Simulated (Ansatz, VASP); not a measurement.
# Two plane-wave programs on C

```
C
1.0
     2.45766    0.00000    0.00000
    -1.22883    2.12839    0.00000
     0.00000    0.00000    3.52948
C
2
Direct
  0.31706 0.66667 0.99113
  0.68294 0.33333 0.00887
```

Change from the starting cell: mode 4 frozen in at -0.031 Å and mode 5 at -0.040 Å (largest displacements).

Alike in both runs: task single point; functional PBEsol; dispersion D3(BJ); k mesh 21 × 21 × 12; occupations gaussian, width 0.15 eV; no spin polarisation.

```csv
,VASP,Ansatz
version,VASP 6.6.1,Ansatz 0.2.0
potentials or method,"VASP PAW PBE potentials, release 64 (C), cutoff 520 eV","scalar-relativistic, plane waves, PAW"
valence electrons in the cell,8,8
```

```csv
,VASP,Ansatz,Ansatz less VASP
gap on the k mesh at the Fermi level (eV),none,none,-
pressure (GPa),3.2,2.6,-0.65
"traceless stress, the component that is largest in VASP (GPa)",8.90,8.71,-0.189
rms of the force components (eV/Å),2.602,2.596,-0.0061
```

VASP's potentials were made for PBE, not for PBEsol, and Ansatz warns of the same on its side. Atom by atom the forces differ by 0.008 eV/Å (rms over components). A gap of «none» marks a metal or a gap that the smearing closes.
